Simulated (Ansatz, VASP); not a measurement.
# LiCl: VASP beside Ansatz

POSCAR

```
LiCl
1.0
    0.0000000000      2.5647600000      2.4878172000
    2.5647600000      0.0000000000      2.4878172000
    2.5647600000      2.5647600000      0.0000000000
Li Cl
1 1
Direct
    0.0000000000      0.0000000000      0.0000000000
    0.5000000000      0.5000000000      0.5000000000
```

INCAR.step1

```
SYSTEM = LiCl
PREC = Accurate ; ENCUT = 520
ISMEAR = 0 ; SIGMA = 0.05
LREAL = .False. ; LASPH = .True.
NELM = 80 ; NBANDS = 12
GGA = PE ; ALGO = Normal
EDIFF = 1E-4 ; LWAVE = .True.
LCHARG = .False.
```

The input INCAR.step2:

```
SYSTEM = LiCl
PREC = Accurate ; ENCUT = 520
EDIFF = 1E-6 ; ISMEAR = 0
SIGMA = 0.05 ; LREAL = .False.
LASPH = .True. ; NELM = 80
ALGO = Normal ; ISIF = 2
LWAVE = .False. ; LCHARG = .False.
METAGGA = R2SCAN ; LMIXTAU = .True.
NBANDS = 12 ; ISTART = 1
```

The input KPOINTS:

```
Automatic mesh
0
Gamma
  8 8 8
  0 0 0
```

Input for Ansatz:

```yaml
crystal:
  lattice:
    - [0.0, 2.56476, 2.4878172]
    - [2.56476, 0.0, 2.4878172]
    - [2.56476, 2.56476, 0.0]
  atoms:
    - { symbol: Li, position: [0.0, 0.0, 0.0] }
    - { symbol: Cl, position: [0.5, 0.5, 0.5] }
basis:
  ecutwfc: 500
kpoints:
  mp_grid: { grid: [8, 8, 8] }
hamiltonian:
  xc: r2scan
scf:
  occupations: { method: gaussian, width: 0.05 }
output:
  forces: true
  stress: true
  eigenvalues: true
```

Change from the starting cell: strain +0.000 along x and y, -0.030 along z, atoms carried along.

Alike in both runs: task single point; functional r2SCAN; k mesh 8 × 8 × 8; occupations gaussian, width 0.05 eV; no spin polarisation.

```csv
,VASP,Ansatz
version,VASP 6.6.1,Ansatz 0.2.0
potentials or method,"VASP PAW PBE potentials, release 64 (Li_sv, Cl), cutoff 520 eV","scalar-relativistic, plane waves, PAW"
valence electrons in the cell,10,10
```

|  | VASP | Ansatz | Ansatz less VASP |
| --- | --- | --- | --- |
| gap on the k mesh at the Fermi level (eV) | 7.47 | 7.39 | -0.077 |
| least direct gap on the mesh (eV) | 7.47 | 7.39 | -0.077 |

VASP's potentials were made for PBE, not for r2SCAN.

Noted on VASP's run: the cutoff is under 1.25 times that of the potentials, so the pressure is a little rough.
